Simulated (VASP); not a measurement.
# C (P6_3/mmc) in VASP: a series of runs

C is run at these levels: r2SCAN+D3(BJ); tasks: single point, relaxation of shape and atoms at fixed volume.

All numbers are computed with VASP 6.6.1; they aren't measurements. Logs are shortened: lines on timing, memory, paths and dates and some standing lists are left out, and cuts for length are marked.

## (1) The cell of the first run

The structure is hexagonal, space group P6_3/mmc (No. 194). The conventional cell has a = 2.459 Å, b = 2.459 Å, c = 7.115 Å, α = 90.00°, β = 90.00°, γ = 120.00°. C (site symmetry -6m2) has 3 C at 1.42 Å within 1.9 Å. C (site symmetry -6m2) has 3 C at 1.42 Å within 1.9 Å.

## (2) Single point, r2SCAN+D3(BJ) (9.31 Å³/atom)

Input file POSCAR:

```
C
1.0
    2.4586903759      0.0000000000      0.0000000000
   -1.2293451880      2.1292883256      0.0000000000
    0.0000000000      0.0000000000      7.1154515419
C
4
Direct
    0.0000000000      0.0000000000      0.2500000000
    0.0000000000      0.0000000000      0.7500000000
    0.3333333333      0.6666666667      0.2500000000
    0.6666666667      0.3333333333      0.7500000000
```

Input file INCAR.step1:

```
SYSTEM = C
PREC     = Accurate       ! precision mode
ENCUT    = 520            ! plane-wave cutoff, eV
ISMEAR   = 0              ! smearing method
SIGMA    = 0.1            ! smearing width, eV
LREAL    = .FALSE.        ! projectors in reciprocal space
LASPH    = .TRUE.         ! aspherical terms in the spheres
NELM     = 100            ! most SCF steps
NBANDS   = 16             ! bands
GGA      = PE             ! functional
ALGO     = Normal         ! electronic algorithm
EDIFF    = 1E-4           ! SCF threshold, eV
LWAVE    = .TRUE.         ! write WAVECAR
LCHARG   = .FALSE.        ! write CHGCAR
```

Input file INCAR.step2:

```
SYSTEM = C
PREC     = Accurate       ! precision mode
ENCUT    = 520            ! plane-wave cutoff, eV
EDIFF    = 1E-6           ! SCF threshold, eV
ISMEAR   = 0              ! smearing method
SIGMA    = 0.1            ! smearing width, eV
LREAL    = .FALSE.        ! projectors in reciprocal space
LASPH    = .TRUE.         ! aspherical terms in the spheres
NELM     = 100            ! most SCF steps
ALGO     = Normal         ! electronic algorithm
ISIF     = 2              ! what is computed and relaxed
LWAVE    = .FALSE.        ! write WAVECAR
LCHARG   = .FALSE.        ! write CHGCAR
METAGGA  = R2SCAN         ! meta-GGA
LMIXTAU  = .TRUE.       
IVDW     = 12             ! dispersion correction
VDW_S6   = 1.0          
VDW_S8   = 0.78981345   
VDW_A1   = 0.49484001   
VDW_A2   = 5.73083694   
NBANDS   = 16             ! bands
ISTART   = 1
```

Input file KPOINTS:

```
regular mesh
0
G
  21 21 6
  0 0 0
```

Potentials or basis: VASP PAW PBE potentials, release 64 (C).

Run with:

```bash
> cat potpaw_PBE.64/C/POTCAR > POTCAR
> cp INCAR.step1 INCAR
> mpirun -np 1 vasp_std > vasp.out
> cp INCAR.step2 INCAR
> mpirun -np 1 vasp_std > vasp.out
```

OUTCAR:

```text
SYSTEM = C
   PREC = Accurate
   ENCUT = 520
   EDIFF = 1E-6
   ISMEAR = 0
   LREAL = .FALSE.
   LASPH = .TRUE.
   NELM = 100
   ISIF = 2
   METAGGA = R2SCAN
   IVDW = 12
   ISTART = 1
 IVDW          = 12

 ion  position               nearest neighbor table
   1  0.000  0.000  0.250-   3 1.42   3 1.42   3 1.42
   2  0.000  0.000  0.750-   4 1.42   4 1.42   4 1.42
   3  0.333  0.667  0.250-   1 1.42   1 1.42   1 1.42
   4  0.667  0.333  0.750-   2 1.42   2 1.42   2 1.42

  LATTYP: Found a hexagonal cell.
 ALAT       =     2.4586903759
 C/A-ratio  =     2.8940006483

  Lattice vectors:

 A1 = (   2.4586903759,   0.0000000000,   0.0000000000)
 A2 = (  -1.2293451880,   2.1292883256,   0.0000000000)
 A3 = (   0.0000000000,   0.0000000000,   7.1154515419)

Analysis of symmetry for initial positions (statically):
=====================================================================
 Subroutine PRICEL returns:
 Original cell was already a primitive cell.

 Routine SETGRP: Setting up the symmetry group for a
 hexagonal supercell.

 Subroutine GETGRP returns: Found 24 space group operations
 (whereof 12 operations were pure point group operations)
 out of a pool of 24 trial point group operations.

The static configuration has the point symmetry D_3d.
 The point group associated with its full space group is D_6h.

Analysis of symmetry for dynamics (positions and initial velocities):
=====================================================================
 Subroutine PRICEL returns:
 Original cell was already a primitive cell.

 Routine SETGRP: Setting up the symmetry group for a
 hexagonal supercell.

 Subroutine GETGRP returns: Found 24 space group operations
 (whereof 12 operations were pure point group operations)
 out of a pool of 24 trial point group operations.

The dynamic configuration has the point symmetry D_3d.
 The point group associated with its full space group is D_6h.

 Subroutine INISYM returns: Found 24 space group operations
 (whereof 12 operations are pure point group operations),
 and found     1 'primitive' translations

----------------------------------------------------------------------------------------

                                     Primitive cell

  volume of cell :      37.2512

  direct lattice vectors                    reciprocal lattice vectors
     2.458690376  0.000000000  0.000000000     0.406720590  0.234820242  0.000000000
    -1.229345188  2.129288326  0.000000000     0.000000000  0.469640484  0.000000000
     0.000000000  0.000000000  7.115451542     0.000000000  0.000000000  0.140539219

  length of vectors
     2.458690376  2.458690376  7.115451542     0.469640484  0.469640484  0.140539219

  position of ions in fractional coordinates (direct lattice)
     0.000000000  0.000000000  0.250000000
     0.000000000  0.000000000  0.750000000
     0.333333333  0.666666667  0.250000000
     0.666666667  0.333333333  0.750000000

  ion indices of the primitive-cell ions
   primitive index   ion index
                 1           1
                 2           2
                 3           3
                 4           4

----------------------------------------------------------------------------------------

 KPOINTS: regular mesh

Automatic generation of k-mesh.
 Grid dimensions read from file:
 generate k-points for:   21   21    6

 Generating k-lattice:

  Cartesian coordinates                     Fractional coordinates (reciprocal lattice)
     0.019367647  0.011181916  0.000000000     0.047619048  0.000000000  0.000000000
     0.000000000  0.022363833  0.000000000     0.000000000  0.047619048  0.000000000
     0.000000000  0.000000000  0.023423203     0.000000000  0.000000000  0.166666667

  Length of vectors
     0.022363833  0.022363833  0.023423203

  Shift w.r.t. Gamma in fractional coordinates (k-lattice)
     0.000000000  0.000000000  0.000000000

 Subroutine IBZKPT returns following result:
 ===========================================

 Found    192 irreducible k-points:

 Following reciprocal coordinates:
            Coordinates               Weight
  0.000000  0.000000  0.000000      1.000000
  0.047619 -0.000000  0.000000      6.000000
  0.095238 -0.000000  0.000000      6.000000
  0.142857 -0.000000  0.000000      6.000000
  0.190476 -0.000000  0.000000      6.000000
  0.238095  0.000000  0.000000      6.000000
[... 16 lines left out ...]
  0.142857  0.095238  0.000000     12.000000
  0.190476  0.095238  0.000000     12.000000
 [... further k-points ...]
   k-points           NKPTS =    192   k-points in BZ     NKDIM =    192   number of bands    NBANDS=     16
   number of dos      NEDOS =    301   number of ions     NIONS =      4
   total plane-waves  NPLWV =  17496
   dimension x,y,z NGX =    18 NGY =   18 NGZ =   54
   dimension x,y,z NGXF=    36 NGYF=   36 NGZF=  108
   ions per type =               4
   NGX,Y,Z   is equivalent  to a cutoff of  12.17, 12.17, 12.62 a.u.
[... 31 lines left out ...]
   LHFCALC =     F    Hartree Fock is set to
   AEXX    =    0.0000 exact exchange contribution
   IVDW    =    12    specifies the selected vdW correction
   LEPSILON=     F    determine dielectric tensor
   LRPA    =     F    only Hartree local field effects (RPA)
 non-spin polarized calculation
 Gauss-broadening in eV      SIGMA  =   0.10
  energy-cutoff  :      520.00
  volume of cell :       37.25
 maximum number of plane-waves:      1024
   NGX =  9   NGY =  9   NGZ = 27

 number of electron      15.9999994 magnetization

 Free energy of the ion-electron system (eV)
  ---------------------------------------------------
  ext. energy  EPLUGINS =         0.00000000
  ---------------------------------------------------
  free energy    TOTEN  =       -39.75229404 eV

  energy without entropy =      -39.75169870  energy(sigma->0) =      -39.75199637

 E-fermi :   4.1632     XC(G=0): -10.7169

 val. band max:        4.1581154211   @ k =   0.3333   0.3333   0.1667
 cond. band min:       4.1667680204   @ k =   0.3333   0.3333   0.3333
 fundamental gap:      0.0086525993
 Fermi energy:         4.1631552542

 k-point     1 :       0.0000    0.0000    0.0000
  band No.  band energies     occupation
      1     -16.7393      2.00000
      2     -16.5540      2.00000
      3      -4.6335      2.00000
      4      -3.1492      2.00000
      5       0.9499      2.00000
      6       0.9499      2.00000
[... 8 lines left out ...]
     15      16.5758      0.00000
     16      16.7215      0.00000

 k-point     2 :       0.0476   -0.0000    0.0000
  band No.  band energies     occupation
      1     -16.6821      2.00000
      2     -16.4974      2.00000
      3      -4.5644      2.00000
      4      -3.0830      2.00000
      5       0.7098      2.00000
      6       0.7235      2.00000
[... 8 lines left out ...]
     15      16.3591      0.00000
     16      16.5152      0.00000

 k-point     3 :       0.0952   -0.0000    0.0000
  band No.  band energies     occupation
      1     -16.5107      2.00000
      2     -16.3278      2.00000
      3      -4.3574      2.00000
      4      -2.8853      2.00000
      5       0.0386      2.00000
      6       0.0604      2.00000
[... 8 lines left out ...]
     15      15.7360      0.00000
     16      15.9240      0.00000

 k-point     4 :       0.1429   -0.0000    0.0000
  band No.  band energies     occupation
      1     -16.2257      2.00000
      2     -16.0460      2.00000
      3      -4.0140      2.00000
      4      -2.5581      2.00000
      5      -0.9528      2.00000
      6      -0.9205      2.00000
[... 8 lines left out ...]
     15      14.9477      0.00000
     16      15.0404      0.00000
[... 324 lines left out ...]
 k-point    22 :       0.0952    0.0952    0.0000
  band No.  band energies     occupation
      1     -16.0551      2.00000
      2     -15.8773      2.00000
      3      -3.8089      2.00000
      4      -2.3629      2.00000
      5      -1.3199      2.00000
      6      -1.2991      2.00000
[... 8 lines left out ...]
     15      14.8550      0.00000
     16      14.9015      0.00000

 k-point    23 :       0.1429    0.0952    0.0000
  band No.  band energies     occupation
      1     -15.6584      2.00000
      2     -15.4849      2.00000
      3      -3.3335      2.00000
      4      -2.3346      2.00000
      5      -2.3030      2.00000
      6      -1.9121      2.00000
[... 8 lines left out ...]
     15      15.6280      0.00000
     16      15.7102      0.00000

 k-point    24 :       0.1905    0.0952    0.0000
  band No.  band energies     occupation
      1     -15.1512      2.00000
      2     -14.9832      2.00000
      3      -3.5147      2.00000
      4      -3.4670      2.00000
      5      -2.7295      2.00000
      6      -1.7039      2.00000
[... 8 lines left out ...]
     15      16.7034      0.00000
     16      16.8695      0.00000

 [... further k-points ...]

------------------------ aborting loop because EDIFF is reached ----------------------------------------

 Edisp (eV)   -0.28698

 E8    (eV) :    -0.0598

  FORCE on cell =-STRESS in cart. coord.  units (eV):
  Direction    XX          YY          ZZ          XY          YZ          ZX
  --------------------------------------------------------------------------------------
  -------------------------------------------------------------------------------------
  Total      -0.11116    -0.11116    -0.37310     0.00000     0.00000     0.00000
  in kB      -4.78082    -4.78082   -16.04724     0.00000     0.00000     0.00000
  external pressure =       -8.54 kB  Pullay stress =        0.00 kB

 VOLUME and BASIS-vectors are now :
 -----------------------------------------------------------------------------
  energy-cutoff  :      520.00
  volume of cell :       37.25
      direct lattice vectors                 reciprocal lattice vectors
     2.458690376  0.000000000  0.000000000     0.406720590  0.234820242  0.000000000
    -1.229345188  2.129288326  0.000000000     0.000000000  0.469640484  0.000000000
     0.000000000  0.000000000  7.115451542     0.000000000  0.000000000  0.140539219

 POSITION                                       TOTAL-FORCE (eV/Angst)
 -----------------------------------------------------------------------------------
      0.00000      0.00000      1.77886        -0.000000     -0.000000     -0.000000
      0.00000      0.00000      5.33659         0.000000      0.000000     -0.000000
     -0.00000      1.41953      1.77886        -0.000000     -0.000000      0.000000
      1.22935      0.70976      5.33659         0.000000      0.000000     -0.000000
 -----------------------------------------------------------------------------------
    total drift:                                0.000000     -0.000000      0.000000

  FREE ENERGIE OF THE ION-ELECTRON SYSTEM (eV)
  ---------------------------------------------------
  free  energy   TOTEN  =       -40.0392711331 eV

  energy  without entropy=      -40.0386757938  energy(sigma->0) =      -40.03897346
```

Run time: 3.5 min. Hardware: 1 thread of Intel Xeon Platinum 8488C (Sapphire Rapids), shared host; peak memory 0.22 GiB.

What came out:

```
Free energy                : -40.0393 eV
Pressure                   : -0.9 GPa
Band gap on the k mesh     : zero (bands 8 and 9 overlap by 0.01 eV)
Dispersion energy per atom : -0.072 eV
```

Levels at points of the mesh, in eV from the Fermi level:
```tsv
k point	band 6	band 7	band 8	band 9	band 10	band 11
(0.00, 0.00, 0.00)	-3.21	-3.20	-3.20	3.96	8.70	8.70
(0.00, 0.00, 0.50)	-3.21	-3.21	-3.21	6.28	6.28	8.71
```

Caveat: the PAW data sets were made with another functional, which shifts forces and pressure a little.

## (3) Single point, r2SCAN+D3(BJ) (9.66 Å³/atom)

This run uses another cell than the first one, of 9.66 Å³/atom.

Input file POSCAR:

```
C
1.0
    2.4598214443      0.0000000000      0.0000000000
   -1.2299107222      2.1302678596      0.0000000000
    0.0000000000      0.0000000000      7.3771701645
C
4
Direct
    0.0000000000      0.0000000000      0.2500000000
    0.0000000000      0.0000000000      0.7500000000
    0.3333333333      0.6666666667      0.2500000000
    0.6666666667      0.3333333333      0.7500000000
```

Input file INCAR.step1:

```
SYSTEM = C
  PREC = Accurate
  ENCUT = 520
  ISMEAR = 0
  SIGMA = 0.1
  LREAL = .False.
  LASPH = .True.
  NELM = 100
  NBANDS = 16
  GGA = PE
  ALGO = Normal
  EDIFF = 1E-4
  LWAVE = .True.
  LCHARG = .False.
```

Input file INCAR.step2:

```
SYSTEM = C
  PREC = Accurate
  ENCUT = 520
  EDIFF = 1E-6
  ISMEAR = 0
  SIGMA = 0.1
  LREAL = .False.
  LASPH = .True.
  NELM = 100
  ALGO = Normal
  ISIF = 2
  LWAVE = .False.
  LCHARG = .False.
  METAGGA = R2SCAN
  LMIXTAU = .True.
  IVDW = 12
  VDW_S6 = 1.0
  VDW_S8 = 0.78981345
  VDW_A1 = 0.49484001
  VDW_A2 = 5.73083694
  NBANDS = 16
  ISTART = 1
```

Input file KPOINTS:

```
regular mesh
0
Gamma
  21 21 6
  0 0 0
```

Potentials or basis: VASP PAW PBE potentials, release 64 (C).

Run with:

```bash
> cat potpaw_PBE.64/C/POTCAR > POTCAR
> cp INCAR.step1 INCAR
> mpirun -np 1 vasp_std > vasp.out
> cp INCAR.step2 INCAR
> mpirun -np 1 vasp_std > vasp.out
```

It took 3.6 min on 1 thread of Intel Xeon Platinum 8488C (Sapphire Rapids), shared host; peak memory 0.22 GiB.

Results (log left out):

```
Free energy                : -40.0243 eV
Pressure                   : -1.3 GPa
Band gap on the k mesh     : zero (bands 8 and 9 overlap by 0.01 eV)
Dispersion energy per atom : -0.069 eV
```

Stress tensor (GPa, compression positive):
```
-0.95  0.00  0.00
 0.00 -0.95  0.00
 0.00  0.00 -2.06
```

Levels at points of the mesh, in eV from the Fermi level:
| k point | band 4 | band 5 | band 6 | band 7 | band 8 | band 9 | band 10 | band 11 | band 12 | band 13 |
| --- | --- | --- | --- | --- | --- | --- | --- | --- | --- | --- |
| (0.00, 0.00, 0.00) | -7.46 | -3.22 | -3.22 | -3.22 | -3.22 | 3.72 | 8.69 | 8.69 | 8.71 | 8.71 |
| (0.00, 0.00, 0.50) | -8.11 | -3.22 | -3.22 | -3.22 | -3.22 | 5.80 | 5.80 | 8.70 | 8.70 | 8.70 |

Caveat: the PAW data sets were made with another functional, which shifts forces and pressure a little.

## (4) Relaxation of shape and atoms at fixed volume, r2SCAN+D3(BJ) (9.66 Å³/atom)

This run uses another cell than the first one, of 9.66 Å³/atom.

Input file POSCAR:

```
C
1.0
    2.4892362369      0.0000000000      0.0000000000
   -1.2446181185      2.1557418171      0.0000000000
    0.0000000000      0.0000000000      7.2038512833
C
4
Direct
    0.0000000000      0.0000000000      0.2500000000
    0.0000000000      0.0000000000      0.7500000000
    0.3333333333      0.6666666667      0.2500000000
    0.6666666667      0.3333333333      0.7500000000
```

Input file INCAR.step1:

```
  PREC = Accurate
  ENCUT = 600
  ISMEAR = 0
  SIGMA = 0.1
  LREAL = F
  LASPH = T
  NELM = 80
  GGA = PE
  ALGO = Normal
  EDIFF = 1E-4
  LWAVE = T
  LCHARG = F
```

Input file INCAR.step2:

```
  PREC = Accurate
  ENCUT = 600
  EDIFF = 1E-7
  ISMEAR = 0
  SIGMA = 0.1
  LREAL = F
  LASPH = T
  NELM = 80
  ALGO = Normal
  ISIF = 4
  LWAVE = F
  LCHARG = F
  METAGGA = R2SCAN
  LMIXTAU = T
  IVDW = 12
  VDW_S6 = 1.0
  VDW_S8 = 0.78981345
  VDW_A1 = 0.49484001
  VDW_A2 = 5.73083694
  IBRION = 2
  NSW = 50
  EDIFFG = -0.01
  ISTART = 1
```

Input file KPOINTS:

```
regular mesh
0
Gamma
  21 21 6
```

Run with:

```bash
> cat potpaw_PBE.64/C/POTCAR > POTCAR
> cp INCAR.step1 INCAR
> mpirun -np 1 vasp_std > vasp.out
> cp INCAR.step2 INCAR
> mpirun -np 1 vasp_std > vasp.out
```

Run time: 12 min. Hardware: 1 thread of Intel Xeon 6975P-C (Granite Rapids), shared host; peak memory 0.24 GiB.

Results (log left out):

```
Free energy                : -40.0385 eV
Energy gained by relaxing  : 9.0 meV/atom
Ionic steps                : 3
Pressure after relaxing    : -2.3 GPa
Band gap on the k mesh     : zero (bands 8 and 9 overlap by 0.01 eV)
Dispersion energy per atom : -0.069 eV
```

The path:
```tsv
step	energy change (eV)	largest force (eV/Å)	pressure (GPa)	volume (Å³)
1	0.0000	0.0000	-10.81	38.66
2	-0.0354	0.0000	-1.06	38.66
3	-0.0362	0.0000	-2.30	38.66
```

Final structure:
```cif
data_structure
_symmetry_space_group_name_H-M 'P 1'
_symmetry_Int_Tables_number 1
_cell_length_a 2.4615
_cell_length_b 2.4615
_cell_length_c 7.3670
_cell_angle_alpha 90.000
_cell_angle_beta 90.000
_cell_angle_gamma 120.000
_cell_volume 38.66
loop_
_atom_site_label
_atom_site_type_symbol
_atom_site_fract_x
_atom_site_fract_y
_atom_site_fract_z
_atom_site_occupancy
C1 C 0.00000 0.00000 0.25000 1
C2 C 0.00000 0.00000 0.75000 1
C3 C 0.33333 0.66667 0.25000 1
C4 C 0.66667 0.33333 0.75000 1
```

Levels at points of the mesh, in eV from the Fermi level:
| k point | band 4 | band 5 | band 6 | band 7 | band 8 | band 9 | band 10 | band 11 | band 12 |
| --- | --- | --- | --- | --- | --- | --- | --- | --- | --- |
| (0.00, 0.00, 0.00) | -7.44 | -3.22 | -3.22 | -3.21 | -3.21 | 3.74 | 8.67 | 8.67 | 8.70 |
| (0.00, 0.00, 0.50) | -8.10 | -3.22 | -3.22 | -3.22 | -3.22 | 5.82 | 5.82 | 8.68 | 8.68 |

Caveat: the PAW data sets were made with another functional, which shifts forces and pressure a little.

## (5) The runs side by side

```csv
task,cell,cutoff (eV),gap on the mesh (eV),pressure (GPa)
single point,"a = 2.459, b = 2.459, c = 7.115 Å, angles 90.0, 90.0, 120.0°, 4 atoms",520,none,-0.9
single point,"a = 2.460, b = 2.460, c = 7.377 Å, angles 90.0, 90.0, 120.0°, 4 atoms",520,none,-1.3
relaxation of shape and atoms at fixed volume,"relaxed from a = 2.489, b = 2.489, c = 7.204 Å, angles 90.0, 90.0, 120.0°, 4 atoms",600,none,-2.3
```

Alike in all rows: level r2SCAN+D3(BJ); potentials or basis VASP PAW PBE potentials, release 64 (C); no spin polarisation; k mesh 21 × 21 × 6; smearing gaussian 0.1 eV.

Caveats: the PAW data sets were made with another functional, which shifts forces and pressure a little.

Total energies depend on the potentials used, so only differences within one code and one set of settings carry meaning.
